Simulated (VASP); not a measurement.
A run of VASP 6.6.1 is set up as follows.

INCAR

```
PREC = Accurate ; ENCUT = 520
EDIFF = 1E-6 ; ISMEAR = -1
SIGMA = 0.02 ; LREAL = F
LASPH = T ; NELM = 60
ALGO = Normal ; ISIF = 2
LWAVE = F ; LCHARG = F
GGA = PE ; NBANDS = 26
```

File KPOINTS:

```
Automatic mesh
0
Gamma
  5 5 6
```

File POSCAR:

```
CuI
1.0
    3.7331675900     -3.7110863700      0.0000000000
    3.7331675900      3.7110863700      0.0000000000
    0.0000000000      0.0000000000      4.2208577166
Cu I
2 2
Direct
    0.4204388300      0.5795611700      0.7500000000
    0.5795611700      0.4204388300      0.2500000000
    0.7700426800      0.2299573200      0.7500000000
    0.2299573200      0.7700426800      0.2500000000
```

Potentials or basis: VASP PAW PBE potentials, release 64 (Cu, I).

Launch:

```sh
$ cat potpaw_PBE.64/Cu/POTCAR potpaw_PBE.64/I/POTCAR > POTCAR
$ mpirun -np 1 vasp_std > vasp.out
```

Q: What does it give for the largest force?

A: 0.328 eV/Å.

Q: Predict the band gap on the k mesh.

A: 1.01 eV, direct.

Q: Predict the pressure.

A: 2.8 GPa.

Forces in eV/Å, atoms in the order of the input:
```
Cu   0.000  0.144  0.000
Cu   0.000 -0.144  0.000
I    0.000 -0.328  0.000
I    0.000  0.328  0.000
```

Caveat: the cell differs from its parent crystal (zz strain of -2 %); spin-orbit coupling is left out, which moves the levels of the heavy elements. A k mesh can miss the band edges.
